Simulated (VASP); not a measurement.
# Ir (Im-3m) in VASP: notebook

Ir is run at these levels: LDA; tasks: single point.

Program: VASP 6.6.1. These are calculated values, not measurements. Logs are shortened: lines on timing, memory, paths and dates and some standing lists are left out, and cuts for length are marked.

## Step 1: The cell of the first run

The structure is cubic, space group Im-3m (No. 229). Conventional cell: a = 3.049 Å, b = 3.049 Å, c = 3.049 Å, α = 90.00°, β = 90.00°, γ = 90.00°. Within 3.5 Å of Ir (site symmetry m-3m) lie 14 Ir at 2.64 to 3.05 Å.

This isn't the form of Ir at room conditions, which is fcc.

## Step 2: Single point, LDA

Input file INCAR:

```
  PREC = Accurate
  ENCUT = 560
  EDIFF = 1E-6
  ISMEAR = -1
  SIGMA = 0.05
  LREAL = False
  LASPH = True
  NELM = 120
  ALGO = Normal
  ISIF = 2
  LWAVE = False
  LCHARG = True
  LELF = True
  LVHAR = True
  NBANDS = 14
  GGA_COMPAT = False
```

Input file KPOINTS:

```
regular mesh
0
Gamma
  10 10 10
```

Input file POSCAR:

```
Ir
1.0
    1.5246919878      1.5246919878      1.5246919878
   -1.5246919878      1.5246919878      1.5246919878
   -1.5246919878     -1.5246919878      1.5246919878
Ir
1
Direct
    0.0000000000      0.0000000000      0.0000000000
```

Potentials or basis: VASP PAW LDA potentials, release 64 (Ir_sv_GW).

Launch:

```
> cat potpaw_LDA.64/Ir_sv_GW/POTCAR > POTCAR
> mpirun -np 1 vasp_std > vasp.out
```

OUTCAR:

```text
PREC = Accurate
   ENCUT = 560
   EDIFF = 1E-6
   ISMEAR = -1
   LREAL = False
   LASPH = True
   NELM = 120
   ISIF = 2

 ion  position               nearest neighbor table
   1  0.000  0.000  0.000-

  LATTYP: Found a body centered cubic cell.
 ALAT       =     3.0493839756

  Lattice vectors:

 A1 = (   1.5246919878,  -1.5246919878,  -1.5246919878)
 A2 = (   1.5246919878,   1.5246919878,   1.5246919878)
 A3 = (  -1.5246919878,  -1.5246919878,   1.5246919878)

Analysis of symmetry for initial positions (statically):
=====================================================================
 Subroutine PRICEL returns:
 Original cell was already a primitive cell.

 Routine SETGRP: Setting up the symmetry group for a
 body centered cubic supercell.

 Subroutine GETGRP returns: Found 48 space group operations
 (whereof 48 operations were pure point group operations)
 out of a pool of 48 trial point group operations.

The static configuration has the point symmetry O_h .

Analysis of symmetry for dynamics (positions and initial velocities):
=====================================================================
 Subroutine PRICEL returns:
 Original cell was already a primitive cell.

 Routine SETGRP: Setting up the symmetry group for a
 body centered cubic supercell.

 Subroutine GETGRP returns: Found 48 space group operations
 (whereof 48 operations were pure point group operations)
 out of a pool of 48 trial point group operations.

The dynamic configuration has the point symmetry O_h .

 Subroutine INISYM returns: Found 48 space group operations
 (whereof 48 operations are pure point group operations),
 and found     1 'primitive' translations

----------------------------------------------------------------------------------------

                                     Primitive cell

  volume of cell :      14.1777

  direct lattice vectors                    reciprocal lattice vectors
     1.524691988  1.524691988  1.524691988     0.327935087  0.000000000  0.327935087
    -1.524691988  1.524691988  1.524691988    -0.327935087  0.327935087  0.000000000
    -1.524691988 -1.524691988  1.524691988     0.000000000 -0.327935087  0.327935087

  length of vectors
     2.640843989  2.640843989  2.640843989     0.463770248  0.463770248  0.463770248

  position of ions in fractional coordinates (direct lattice)
     0.000000000  0.000000000  0.000000000

  ion indices of the primitive-cell ions
   primitive index   ion index
                 1           1

[... 82 lines left out ...]
   NELECT =      17.0000    total number of electrons
   NUPDOWN=      -1.0000    fix difference up-down
   EMIN   =  10.00;   EMAX   =-10.00  energy-range for DOS
   EFERMI =   0.00;   METHOD = LEGACY
   ISMEAR =    -1;   SIGMA  =   0.05  broadening in eV -4-tet -1-fermi 0-gaus
   EFERMI_NEDOS =   21; number of points for ismear=-14 and -15
   IALGO  =     38    algorithm
   IMIX   =      4    mixing-type and parameters
     AMIX     =   0.40;   BMIX     =  1.00
     AMIX_MAG =   1.60;   BMIX_MAG =  1.00
  volume/ion in A,a.u.               =      14.18        95.68
  Fermi-wavevector in a.u.,A,eV,Ry     =   1.739225  3.286658 41.156297  3.024902
  Thomas-Fermi vector in A             =   2.812106
   LORBIT       =      0    0 simple, 1 ext, 2 COOP (PROOUT), +10 PAW based schemes
   GGA     = CA    functional components
   LHFCALC =     F    Hartree Fock is set to
   AEXX    =    0.0000 exact exchange contribution
   IVDW    =     0    specifies the selected vdW correction
   LEPSILON=     F    determine dielectric tensor
   LRPA    =     F    only Hartree local field effects (RPA)
 non-spin polarized calculation
  energy-cutoff  :      560.00
  volume of cell :       14.18
 maximum number of plane-waves:       438
   NGX = 11   NGY = 11   NGZ = 11

 number of electron      17.0000000 magnetization

 Free energy of the ion-electron system (eV)
  ---------------------------------------------------
  ext. energy  EPLUGINS =         0.00000000
  ---------------------------------------------------
  free energy    TOTEN  =       -10.23429353 eV

  energy without entropy =      -10.21081721  energy(sigma->0) =      -10.22255537

 E-fermi :  12.3828     XC(G=0): -14.7561

 val. band max:       12.3814518157   @ k =   0.1000  -0.4000   0.1000
 cond. band min:      12.3925620200   @ k =   0.2000   0.1000   0.1000
 fundamental gap:      0.0111102043
 Fermi energy:        12.3827707006

 k-point     1 :       0.0000    0.0000    0.0000
  band No.  band energies     occupation
      1     -79.7186      2.00000
      2     -36.3990      2.00000
      3     -36.3990      2.00000
      4     -36.3990      2.00000
      5       1.5574      2.00000
      6       8.6219      2.00000
      7       8.6219      2.00000
      8       8.6219      2.00000
      9      11.8155      1.99998
     10      11.8155      1.99998
     11      28.5853      0.00000
     12      28.5853      0.00000
     13      28.5853      0.00000
     14      40.7318      0.00000
[... 377 lines left out ...]
      1     -79.6334      2.00000
      2     -37.0675      2.00000
      3     -36.8314      2.00000
      4     -36.5336      2.00000
      5       6.3665      2.00000
      6       7.1411      2.00000
      7       8.3607      2.00000
      8      11.1481      2.00000
      9      12.6339      0.01309
     10      16.9263      0.00000
     11      21.9772      0.00000
     12      25.3176      0.00000
     13      30.8274      0.00000
     14      33.0828      0.00000

 [... further k-points ...]

------------------------ aborting loop because EDIFF is reached ----------------------------------------

  FORCE on cell =-STRESS in cart. coord.  units (eV):
  Direction    XX          YY          ZZ          XY          YZ          ZX
  --------------------------------------------------------------------------------------
  -------------------------------------------------------------------------------------
  Total        0.2883122      0.2883122      0.2883122      0.0000000      0.0000000     -0.0000000
  in kB       32.5812145     32.5812145     32.5812145      0.0000000      0.0000000     -0.0000000
  external PRESSURE =      32.5812145 kB  Pullay stress =       0.0000000 kB

 VOLUME and BASIS-vectors are now :
 -----------------------------------------------------------------------------
  energy-cutoff  :      560.00
  volume of cell :       14.18
      direct lattice vectors                 reciprocal lattice vectors
     1.524691988  1.524691988  1.524691988     0.327935087  0.000000000  0.327935087
    -1.524691988  1.524691988  1.524691988    -0.327935087  0.327935087  0.000000000
    -1.524691988 -1.524691988  1.524691988     0.000000000 -0.327935087  0.327935087

 POSITION                                       TOTAL-FORCE (eV/Angst)
 -----------------------------------------------------------------------------------
      0.00000      0.00000      0.00000         0.000000     -0.000000     -0.000000
 -----------------------------------------------------------------------------------
    total drift:                                0.000000      0.000000     -0.000000

  FREE ENERGIE OF THE ION-ELECTRON SYSTEM (eV)
  ---------------------------------------------------
  free  energy   TOTEN  =       -10.2342935285 eV

  energy  without entropy=      -10.2108172133  energy(sigma->0) =      -10.22255537
```

Run time: 18 s. Hardware: 1 thread of AMD EPYC, shared host; peak memory 0.09 GiB.

Results:

| Quantity | Value |
| --- | --- |
| Free energy | -10.2343 eV |
| Pressure | 3.3 GPa |
| Band gap on the k mesh | zero (an odd number of electrons rules out a gap without spin polarisation) |

Caveat: the cell stands under pressure; spin-orbit coupling is left out, which moves the levels of the heavy elements.

## Step 3: Single point, LDA

This run uses another cell than the first one, of 14.46 Å³/atom.

Input file INCAR:

```
SYSTEM = Ir
PREC = Accurate
ENCUT = 560
EDIFF = 1E-6
ISMEAR = -1
SIGMA = 0.05
LREAL = .False.
LASPH = .True.
NELM = 120
ALGO = Normal
ISIF = 2
LWAVE = .False.
LCHARG = .False.
NBANDS = 14
GGA_COMPAT = .False.
```

Input file KPOINTS:

```
regular mesh
0
Gamma
  10 10 10
  0 0 0
```

Input file POSCAR:

```
Ir
1.0
    1.5348908996      1.5348908996      1.5348908996
   -1.5348908996      1.5348908996      1.5348908996
   -1.5348908996     -1.5348908996      1.5348908996
Ir
1
Direct
    0.0000000000      0.0000000000      0.0000000000
```

Potentials or basis: VASP PAW LDA potentials, release 64 (Ir_sv_GW).

Launch:

```
> cat potpaw_LDA.64/Ir_sv_GW/POTCAR > POTCAR
> mpirun -np 1 vasp_std > vasp.out
```

OUTCAR:

```text
SYSTEM = Ir
   PREC = Accurate
   ENCUT = 560
   EDIFF = 1E-6
   ISMEAR = -1
   LREAL = .False.
   LASPH = .True.
   NELM = 120
   ISIF = 2

 ion  position               nearest neighbor table
   1  0.000  0.000  0.000-

  LATTYP: Found a body centered cubic cell.
 ALAT       =     3.0697817992

  Lattice vectors:

 A1 = (   1.5348908996,  -1.5348908996,  -1.5348908996)
 A2 = (   1.5348908996,   1.5348908996,   1.5348908996)
 A3 = (  -1.5348908996,  -1.5348908996,   1.5348908996)

Analysis of symmetry for initial positions (statically):
=====================================================================
 Subroutine PRICEL returns:
 Original cell was already a primitive cell.

 Routine SETGRP: Setting up the symmetry group for a
 body centered cubic supercell.

 Subroutine GETGRP returns: Found 48 space group operations
 (whereof 48 operations were pure point group operations)
 out of a pool of 48 trial point group operations.

The static configuration has the point symmetry O_h .

Analysis of symmetry for dynamics (positions and initial velocities):
=====================================================================
[... 169 lines left out ...]
      5       1.3796      2.00000
      6       8.3540      2.00000
      7       8.3540      2.00000
      8       8.3540      2.00000
      9      11.4615      1.99996
     10      11.4615      1.99996
     11      28.2223      0.00000
     12      28.2223      0.00000
     13      28.2223      0.00000
     14      40.0821      0.00000
[... 377 lines left out ...]
      1     -79.9692      2.00000
      2     -37.3699      2.00000
      3     -37.1501      2.00000
      4     -36.8724      2.00000
      5       6.1495      2.00000
      6       6.9218      2.00000
      7       8.1010      2.00000
      8      10.8121      2.00000
      9      12.2474      0.01533
     10      16.4294      0.00000
     11      21.4320      0.00000
     12      24.7041      0.00000
     13      30.3063      0.00000
     14      32.5338      0.00000

 [... further k-points ...]

------------------------ aborting loop because EDIFF is reached ----------------------------------------

  FORCE on cell =-STRESS in cart. coord.  units (eV):
  Direction    XX          YY          ZZ          XY          YZ          ZX
  --------------------------------------------------------------------------------------
  -------------------------------------------------------------------------------------
  Total       -0.3589414     -0.3589414     -0.3589414      0.0000000      0.0000000     -0.0000000
  in kB      -39.7595587    -39.7595587    -39.7595587      0.0000000      0.0000000     -0.0000000
  external PRESSURE =     -39.7595587 kB  Pullay stress =       0.0000000 kB

 VOLUME and BASIS-vectors are now :
 -----------------------------------------------------------------------------
  energy-cutoff  :      560.00
  volume of cell :       14.46
      direct lattice vectors                 reciprocal lattice vectors
     1.534890900  1.534890900  1.534890900     0.325756052  0.000000000  0.325756052
    -1.534890900  1.534890900  1.534890900    -0.325756052  0.325756052  0.000000000
    -1.534890900 -1.534890900  1.534890900     0.000000000 -0.325756052  0.325756052

 POSITION                                       TOTAL-FORCE (eV/Angst)
 -----------------------------------------------------------------------------------
      0.00000      0.00000      0.00000        -0.000000      0.000000     -0.000000
 -----------------------------------------------------------------------------------
    total drift:                               -0.000000     -0.000000      0.000000

  FREE ENERGIE OF THE ION-ELECTRON SYSTEM (eV)
  ---------------------------------------------------
  free  energy   TOTEN  =       -10.2368718169 eV

  energy  without entropy=      -10.2127884879  energy(sigma->0) =      -10.22483015
```

stdout:

```text
POSCAR found type information on POSCAR Ir
 POSCAR found :  1 types and       1 ions
 scaLAPACK will be used
 LDA part: xc-table for (Slater(with rela. corr.)+CA(PZ))
 , standard interpolation
 POSCAR, INCAR and KPOINTS ok, starting setup
 FFT: planning ... GRIDC
 FFT: planning ... GRID_SOFT
 FFT: planning ... GRID
 WAVECAR not read
 entering main loop
```

It took 7.6 s on 1 thread of Intel Xeon Platinum 8259CL at 2.50GHz (Skylake/Cascade Lake), shared host; peak memory 0.14 GiB.

What came out:

| Quantity | Value |
| --- | --- |
| Free energy | -10.2369 eV |
| Pressure | -4.0 GPa |
| Band gap on the k mesh | zero (an odd number of electrons rules out a gap without spin polarisation) |

Levels at points of the mesh, in eV from the Fermi level:
```csv
k point,band 5,band 6,band 7,band 8,band 9,band 10,band 11,band 12,band 13,band 14
"(0.00, 0.00, 0.00)",-10.62,-3.65,-3.65,-3.65,-0.54,-0.54,16.22,16.22,16.22,28.08
"(0.50, 0.00, 0.00)",-7.55,-5.49,-0.73,-0.04,-0.04,2.27,8.06,12.66,16.61,23.66
"(0.50, 0.50, 0.50)",-7.09,-7.09,1.55,1.55,1.55,7.86,7.86,7.86,14.79,21.28
```

Caveat: the cell stands under tension; spin-orbit coupling is left out, which moves the levels of the heavy elements.

## Step 4: Single point, LDA

This run uses another cell than the first one, of 14.32 Å³/atom.

Input file INCAR:

```
SYSTEM = Ir
  PREC = Accurate
  ENCUT = 560
  EDIFF = 1E-6
  ISMEAR = -1
  SIGMA = 0.05
  LREAL = .FALSE.
  LASPH = .TRUE.
  NELM = 120
  ALGO = Normal
  ISIF = 2
  LWAVE = .FALSE.
  LCHARG = .TRUE.
  GGA = CA
  LELF = .TRUE.
  LVHAR = .TRUE.
  NBANDS = 14
  GGA_COMPAT = .FALSE.
```

Input file KPOINTS:

```
regular mesh
0
G
  10 10 10
  0 0 0
```

Input file POSCAR:

```
Ir
1.0
    1.5298084422      1.5298084422      1.5298084422
   -1.5298084422      1.5298084422      1.5298084422
   -1.5298084422     -1.5298084422      1.5298084422
Ir
1
Direct
    0.0000000000      0.0000000000      0.0000000000
```

Launch:

```
> cat potpaw_LDA.64/Ir_sv_GW/POTCAR > POTCAR
> mpirun -np 1 vasp_std > vasp.out
```

Wall time 5.7 s (1 thread of Intel Xeon Platinum 8488C (Sapphire Rapids), shared host); peak memory 0.13 GiB.

It converged, with:

```
Free energy            : -10.2372 eV
Pressure               : -0.5 GPa
Band gap on the k mesh : zero (an odd number of electrons rules out a gap without spin polarisation)
```

Levels at points of the mesh, in eV from the Fermi level:
| k point | band 6 | band 7 | band 8 | band 9 | band 10 | band 11 | band 12 | band 13 |
| --- | --- | --- | --- | --- | --- | --- | --- | --- |
| (0.00, 0.00, 0.00) | -3.70 | -3.70 | -3.70 | -0.55 | -0.55 | 16.21 | 16.21 | 16.21 |
| (0.50, 0.00, 0.00) | -5.57 | -0.74 | -0.06 | -0.04 | 2.31 | 8.17 | 12.66 | 16.71 |
| (0.50, 0.50, 0.50) | -7.20 | 1.58 | 1.58 | 1.58 | 7.90 | 7.90 | 7.90 | 14.96 |

Caveat: spin-orbit coupling is left out, which moves the levels of the heavy elements.

## Step 5: Summary

```csv
cell,gap on the mesh (eV),pressure (GPa)
"a = 2.641 Å, angles 70.5, 109.5, 70.5°, 1 atom",none,3.3
"a = 2.659 Å, angles 70.5, 109.5, 70.5°, 1 atom",none,-4.0
"a = 2.650 Å, angles 70.5, 109.5, 70.5°, 1 atom",none,-0.5
```

Alike in all rows: task single point; level LDA; potentials or basis VASP PAW LDA potentials, release 64 (Ir_sv_GW); no spin polarisation; k mesh 10 × 10 × 10; cutoff (eV) 560; smearing fermi-dirac 0.05 eV.

Caveats: spin-orbit coupling is left out, which moves the levels of the heavy elements; the cell stands under pressure (at least some runs); the cell stands under tension (at least some runs).

Total energies depend on the potentials used, so only differences within one code and one set of settings carry meaning.
